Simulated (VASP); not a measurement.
# Ru (P6_3/mmc) in VASP: a series of runs, part 3 of 3

VASP 6.6.1. Earlier steps stand in the parts before.

## (6) Single point, r2SCANh

This run uses another cell than the first one, of 13.85 Å³/atom.

The input, POSCAR:

```
Ru
1.0
    2.7237197275      0.0000000000      0.0000000000
   -1.3618598638      2.3588104769      0.0000000000
    0.0000000000      0.0000000000      4.3102577801
Ru
2
Direct
    0.6666666667      0.3333333333      0.7500000000
    0.3333333333      0.6666666667      0.2500000000
```

The input, INCAR.step1:

```
PREC = Accurate
ENCUT = 520
EDIFF = 1E-5
ISMEAR = -1
SIGMA = 0.05
LREAL = False
LASPH = True
NELM = 80
ALGO = Normal
ISIF = 2
LWAVE = True
LCHARG = False
GGA = PE
NBANDS = 21
```

The input, INCAR.step2:

```
PREC = Accurate
ENCUT = 520
EDIFF = 1E-7
ISMEAR = -1
SIGMA = 0.05
LREAL = False
LASPH = True
NELM = 80
ALGO = Normal
ISIF = 2
LWAVE = False
LCHARG = False
METAGGA = R2SCAN
LHFCALC = True
AEXX = 0.1
LMIXTAU = True
PRECFOCK = Normal
ISTART = 1
NBANDS = 21
```

The input, KPOINTS:

```
Automatic mesh
0
Gamma
  6 6 3
```

Potentials or basis: VASP PAW PBE potentials, release 64 (Ru_pv).

Started as:

```console
cat potpaw_PBE.64/Ru_pv/POTCAR > POTCAR
cp INCAR.step1 INCAR
mpirun -np 1 vasp_std > vasp.out
cp INCAR.step2 INCAR
mpirun -np 1 vasp_std > vasp.out
```

OUTCAR:

```text
PREC = Accurate
   ENCUT = 520
   EDIFF = 1E-7
   ISMEAR = -1
   LREAL = False
   LASPH = True
   NELM = 80
   ISIF = 2
   METAGGA = R2SCAN
   LHFCALC = True
   AEXX = 0.1
   PRECFOCK = Normal
   ISTART = 1

 ion  position               nearest neighbor table
   1  0.667  0.333  0.750-   2 2.67   2 2.67   2 2.67   2 2.67   2 2.67   2 2.67
   2  0.333  0.667  0.250-   1 2.67   1 2.67   1 2.67   1 2.67   1 2.67   1 2.67

  LATTYP: Found a hexagonal cell.
 ALAT       =     2.7237197275
 C/A-ratio  =     1.5824894671

  Lattice vectors:

 A1 = (   2.7237197275,   0.0000000000,   0.0000000000)
 A2 = (  -1.3618598638,   2.3588104769,   0.0000000000)
 A3 = (   0.0000000000,   0.0000000000,   4.3102577801)

Analysis of symmetry for initial positions (statically):
=====================================================================
 Subroutine PRICEL returns:
 Original cell was already a primitive cell.

 Routine SETGRP: Setting up the symmetry group for a
 hexagonal supercell.

 Subroutine GETGRP returns: Found 24 space group operations
 (whereof 12 operations were pure point group operations)
 out of a pool of 24 trial point group operations.

The static configuration has the point symmetry D_3d.
 The point group associated with its full space group is D_6h.

Analysis of symmetry for dynamics (positions and initial velocities):
=====================================================================
 Subroutine PRICEL returns:
 Original cell was already a primitive cell.

 Routine SETGRP: Setting up the symmetry group for a
 hexagonal supercell.

 Subroutine GETGRP returns: Found 24 space group operations
 (whereof 12 operations were pure point group operations)
 out of a pool of 24 trial point group operations.

The dynamic configuration has the point symmetry D_3d.
 The point group associated with its full space group is D_6h.

 Subroutine INISYM returns: Found 24 space group operations
 (whereof 12 operations are pure point group operations),
 and found     1 'primitive' translations

----------------------------------------------------------------------------------------

                                     Primitive cell

  volume of cell :      27.6923

  direct lattice vectors                    reciprocal lattice vectors
     2.723719727  0.000000000  0.000000000     0.367144971  0.211971248  0.000000000
    -1.361859864  2.358810477  0.000000000     0.000000000  0.423942496  0.000000000
     0.000000000  0.000000000  4.310257780     0.000000000  0.000000000  0.232004685

  length of vectors
     2.723719727  2.723719728  4.310257780     0.423942496  0.423942496  0.232004685

  position of ions in fractional coordinates (direct lattice)
     0.666666667  0.333333333  0.750000000
     0.333333333  0.666666667  0.250000000

  ion indices of the primitive-cell ions
   primitive index   ion index
                 1           1
                 2           2
[... 28 lines left out ...]
            Coordinates               Weight
  0.000000  0.000000  0.000000      1.000000
  0.166667 -0.000000  0.000000      6.000000
  0.333333 -0.000000  0.000000      6.000000
  0.500000 -0.000000  0.000000      3.000000
  0.166667  0.166667  0.000000      6.000000
  0.333333  0.166667  0.000000     12.000000
  0.333333  0.333333  0.000000      2.000000
  0.000000  0.000000  0.333333      2.000000
  0.166667 -0.000000  0.333333     12.000000
  0.333333 -0.000000  0.333333     12.000000
  0.500000 -0.000000  0.333333      6.000000
  0.166667  0.166667  0.333333     12.000000
  0.333333  0.166667  0.333333     24.000000
  0.333333  0.333333  0.333333      4.000000
   k-points           NKPTS =     14   k-points in BZ     NKDIM =    108   number of bands    NBANDS=     21
   number of dos      NEDOS =    301   number of ions     NIONS =      2
   total plane-waves  NPLWV =  12800
   dimension x,y,z NGX =    20 NGY =   20 NGZ =   32
   dimension x,y,z NGXF=    40 NGYF=   40 NGZF=   64
   ions per type =               2
   NGX,Y,Z   is equivalent  to a cutoff of  12.21, 12.21, 12.34 a.u.
   NGXF,Y,Z  is equivalent  to a cutoff of  24.41, 24.41, 24.68 a.u.
 SYSTEM =  unknown system
   PREC   = accura    normal or accurate (medium, high low for compatibility)
   ISTART =      1    job   : 0-new  1-cont  2-samecut
   ICHARG =      0    charge: 1-file 2-atom 10-const
   ISPIN  =      1    spin polarized calculation?
   LNONCOLLINEAR =      F non collinear calculations
   LSORBIT =      F    spin-orbit coupling
   LASPH  =      T    aspherical Exc in radial PAW
   ENCUT  =  520.0 eV  38.22 Ry    6.18 a.u.   5.06  5.06  8.01*2*pi/ulx,y,z
   NELM   =     80;   NELMIN=  2; NELMDL=  0     # of ELM steps
   EDIFF  = 0.1E-06   stopping-criterion for ELM
   LREAL  =      F    real-space projection
   EDIFFG = 0.1E-05   stopping-criterion for IOM
   NSW    =      0    number of steps for IOM
   IBRION =     -1    ionic relax: 0-MD 1-quasi-New 2-CG
   NFREE  =      0    steps in history (QN), initial steepest desc. (CG)
   ISIF   =      2    stress and relaxation
   ISYM   =      3    0-nonsym 1-usesym 2-fastsym
   POTIM  = 0.5000    time-step for ionic-motion
   TEBEG  =    0.0;   TEEND  =   0.0 temperature during run
   PSTRESS=    0.0 pullay stress
   NELECT =      28.0000    total number of electrons
   NUPDOWN=      -1.0000    fix difference up-down
   EMIN   =  10.00;   EMAX   =-10.00  energy-range for DOS
   EFERMI =   0.00;   METHOD = LEGACY
   ISMEAR =    -1;   SIGMA  =   0.05  broadening in eV -4-tet -1-fermi 0-gaus
   EFERMI_NEDOS =   21; number of points for ismear=-14 and -15
   IALGO  =     38    algorithm
   IMIX   =      1    mixing-type and parameters
     AMIX     =   0.40;   BMIX     =  1.00
     AMIX_MAG =   1.60;   BMIX_MAG =  1.00
  volume/ion in A,a.u.               =      13.85        93.44
  Fermi-wavevector in a.u.,A,eV,Ry     =   1.643140  3.105085 36.734499  2.699910
  Thomas-Fermi vector in A             =   2.733325
   LORBIT       =      0    0 simple, 1 ext, 2 COOP (PROOUT), +10 PAW based schemes
   METAGGA = R2SCAN    functional components
   LHFCALC =     T    Hartree Fock is set to
   PRECFOCK=normal    Normal, Fast or Accurate (Low or Medium for compatibility)
   ENCUT4O =  -1.0   cutoff for four orbital integrals eV
   NKREDX  =     1    reduce k-point grid by
   NKREDY  =     1    reduce k-point grid by
   NKREDZ  =     1    reduce k-point grid by
   AEXX    =    0.1000 exact exchange contribution
   HFSCREEN=    0.0000 screening length (either q_TF or 0.3 A-1)
   HFSCREENC=   0.0000 screening length for correlation (either q_TF or 0.3 A-1)
   ENCUTFOCK=  -1.0 apply spherical cutoff to Coloumb kernel
   IVDW    =     0    specifies the selected vdW correction
   LEPSILON=     F    determine dielectric tensor
   LRPA    =     F    only Hartree local field effects (RPA)
 non-spin polarized calculation
  energy-cutoff  :      520.00
  volume of cell :       27.69
 maximum number of plane-waves:       759
  NGX = 16; NGY = 16; NGZ = 28

 number of electron      28.0000014 magnetization

 Free energy of the ion-electron system (eV)
  ---------------------------------------------------
  ext. energy  EPLUGINS =         0.00000000
  ---------------------------------------------------
  free energy    TOTEN  =       -49.73205195 eV

  energy without entropy =      -49.72990994  energy(sigma->0) =      -49.73098095

 E-fermi :  12.2314     XC(G=0): -13.9111

 val. band max:       12.0718985963   @ k =   0.1667   0.1667   0.0000
 cond. band min:      12.4322985215   @ k =   0.1667  -0.0000   0.3333
 fundamental gap:      0.3603999252
 Fermi energy:        12.2314148634

 k-point     1 :       0.0000    0.0000    0.0000
  band No.  band energies     occupation
      1     -34.0142      2.00000
      2     -33.0167      2.00000
      3     -33.0167      2.00000
      4     -32.8350      2.00000
      5     -32.8350      2.00000
      6     -32.7918      2.00000
[... 325 lines left out ...]
     20      22.6664      0.00000
     21      22.6664      0.00000

------------------------ aborting loop because EDIFF is reached ----------------------------------------

  FORCE on cell =-STRESS in cart. coord.  units (eV):
  Direction    XX          YY          ZZ          XY          YZ          ZX
  --------------------------------------------------------------------------------------
  -------------------------------------------------------------------------------------
  Total       -1.4119174     -1.4119174     -2.8061538      0.0000000     -0.0000000      0.0000000
  in kB      -81.6885466    -81.6885466   -162.3541338      0.0000000     -0.0000000      0.0000000
  external PRESSURE =    -108.5770757 kB  Pullay stress =       0.0000000 kB

 VOLUME and BASIS-vectors are now :
 -----------------------------------------------------------------------------
  energy-cutoff  :      520.00
  volume of cell :       27.69
      direct lattice vectors                 reciprocal lattice vectors
     2.723719727  0.000000000  0.000000000     0.367144971  0.211971248  0.000000000
    -1.361859864  2.358810477  0.000000000     0.000000000  0.423942496  0.000000000
     0.000000000  0.000000000  4.310257780     0.000000000  0.000000000  0.232004685

 POSITION                                       TOTAL-FORCE (eV/Angst)
 -----------------------------------------------------------------------------------
      1.36186      0.78627      3.23269        -0.000000     -0.000000     -0.000000
     -0.00000      1.57254      1.07756         0.000000      0.000000      0.000000
 -----------------------------------------------------------------------------------
    total drift:                                0.000000      0.000000     -0.000000

  FREE ENERGIE OF THE ION-ELECTRON SYSTEM (eV)
  ---------------------------------------------------
  free  energy   TOTEN  =       -49.7320519544 eV

  energy  without entropy=      -49.7299099360  energy(sigma->0) =      -49.73098095
```

OSZICAR.step1:

```text
N       E                     dE             d eps       ncg     rms          rms(c)
DAV:   1     0.286169450154E+03    0.28617E+03   -0.17462E+04   588   0.149E+03
DAV:   2    -0.140560601745E+02   -0.30023E+03   -0.29218E+03   608   0.446E+02
DAV:   3    -0.197014524535E+02   -0.56454E+01   -0.56215E+01   678   0.682E+01
DAV:   4    -0.197453510073E+02   -0.43899E-01   -0.43869E-01   712   0.571E+00
DAV:   5    -0.197460257181E+02   -0.67471E-03   -0.66926E-03   673   0.634E-01    0.170E+01
DAV:   6    -0.184849435841E+02    0.12611E+01   -0.28020E+00   653   0.164E+01    0.456E+00
DAV:   7    -0.184038529110E+02    0.81091E-01   -0.53151E-01   688   0.531E+00    0.904E-01
DAV:   8    -0.183975257596E+02    0.63272E-02   -0.22573E-02   623   0.107E+00    0.375E-01
DAV:   9    -0.183965451936E+02    0.98057E-03   -0.16748E-03   668   0.442E-01    0.385E-02
DAV:  10    -0.183965489507E+02   -0.37571E-05   -0.13555E-04   688   0.117E-01    0.305E-02
DAV:  11    -0.183965442230E+02    0.47276E-05   -0.12616E-05   399   0.334E-02
   1 F= -.18396544E+02 E0= -.18390888E+02  d E =-.113120E-01
```

It took 19 min on 1 thread of Intel Xeon 6975P-C (Granite Rapids), shared host; peak memory 0.16 GiB.

Results:

| Quantity | Value |
| --- | --- |
| Free energy | -49.7321 eV |
| Pressure | -10.9 GPa |
| Band gap on the k mesh | zero (bands 14 and 15 overlap by 3.64 eV) |

Stress tensor (GPa, compression positive):
```
 -8.17   0.00   0.00
  0.00  -8.17   0.00
  0.00   0.00 -16.24
```

Levels at points of the mesh, in eV from the Fermi level:
| k point | band 12 | band 13 | band 14 | band 15 | band 16 | band 17 |
| --- | --- | --- | --- | --- | --- | --- |
| (0.00, 0.00, 0.00) | -2.26 | -2.26 | -1.73 | -1.73 | 1.44 | 1.44 |
| (0.50, 0.00, 0.00) | -2.04 | -1.77 | 1.73 | 2.17 | 2.19 | 4.53 |

Caveat: the k points lie up to 0.49 Å⁻¹ apart, too coarse for converged energies and pressures of a metal; the PAW data sets were made with another functional, which shifts forces and pressure a little.

## (7) Overview

```csv
task,level,cell,k mesh,cutoff (eV),grid for exact exchange (PRECFOCK),share of exact exchange,gap on the mesh (eV),pressure (GPa),relaxed volume (Å³/atom)
single point,r2SCAN,"a = 2.702, b = 2.702, c = 4.268 Å, angles 90.0, 90.0, 120.0°, 2 atoms",11 × 11 × 6,520,-,-,none,1.5,-
single point,r2SCAN+D3(BJ),"a = 2.706, b = 2.706, c = 4.282 Å, angles 90.0, 90.0, 120.0°, 2 atoms",11 × 11 × 6,520,-,-,none,-4.0,-
relaxation of cell and atoms,r2SCAN+D3(BJ),"relaxed from a = 2.706, b = 2.706, c = 4.282 Å, angles 90.0, 90.0, 120.0°, 2 atoms",11 × 11 × 6,600,-,-,none,0.0,13.41
relaxation of cell and atoms,r2SCAN+D4,"relaxed from a = 2.706, b = 2.706, c = 4.282 Å, angles 90.0, 90.0, 120.0°, 2 atoms",11 × 11 × 6,600,-,-,none,0.0,13.48
single point,r2SCANh,"a = 2.724, b = 2.724, c = 4.310 Å, angles 90.0, 90.0, 120.0°, 2 atoms",6 × 6 × 3,520,Normal,0.1,none,-10.9,-
```

Alike in all rows: potentials or basis VASP PAW PBE potentials, release 64 (Ru_pv); no spin polarisation; smearing fermi-dirac 0.05 eV.

Caveats: some runs use coarse meshes; the PAW data sets were made with another functional, which shifts forces and pressure a little; an empty level that is flat over the whole mesh can mark a ghost state of the potentials, or a narrow d or f band (at least some runs); three body term missing (at least some runs); the cell stands under tension (at least some runs).

Total energies depend on the potentials used, so only differences within one code and one set of settings carry meaning.
